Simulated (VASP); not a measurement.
Rh: single point with r2SCAN

Crystal: Rh.

```
Rh
1.0
     0.00000    1.90155    1.84450
     1.90155    0.00000    1.84450
     1.90155    1.90155    0.00000
Rh
1
Direct
  0.00000 0.00000 0.00000
```

This cell differs from its parent crystal: strain +0.000 along x and y, -0.030 along z.

* Program: VASP 6.6.1
* Task: single point
* Functional: r2SCAN
* Potentials or basis: VASP PAW PBE potentials, release 64 (Rh_pv)
* Cutoff: 520 eV
* k mesh: 8 × 8 × 8
* Occupations: gaussian, width 0.15 eV
* Spin: no spin polarisation
* Dipole correction: no
* Further INCAR settings: ALGO = Normal; EDIFF = 1e-07; NBANDS = 14

```yaml
Pressure: 11.0 GPa
```

Stress tensor (GPa, compression positive):
```
 8.39  0.00  0.00
 0.00  8.39  0.00
 0.00  0.00 16.08
```

Levels at points of the mesh, in eV from the Fermi level:
```csv
k point,band 3,band 4,band 5,band 6,band 7,band 8,band 9,band 10,band 11,band 12
"(0.00, 0.00, 0.00)",-47.84,-8.45,-3.46,-3.46,-3.11,-1.35,-0.94,16.65,17.39,22.23
"(0.50, 0.00, 0.00)",-47.94,-6.63,-3.65,-3.28,0.51,0.70,0.84,9.40,16.19,17.39
"(0.50, 0.50, 0.00)",-48.20,-6.90,-6.52,0.51,1.10,1.10,3.97,13.77,13.77,13.85
"(0.50, 0.00, 0.50)",-48.13,-6.88,-6.47,0.52,0.93,1.22,3.26,12.95,14.17,14.56
```

It took 33 s on 1 thread of Intel Xeon 6975P-C, with other jobs on the host, peak memory 0.14 GiB.

Caveat: the k points lie up to 0.36 Å⁻¹ apart; the cell differs from its parent crystal (strain +0.000 along x and y, -0.030 along z); the PAW data sets were made with another functional, which shifts forces and pressure a little.
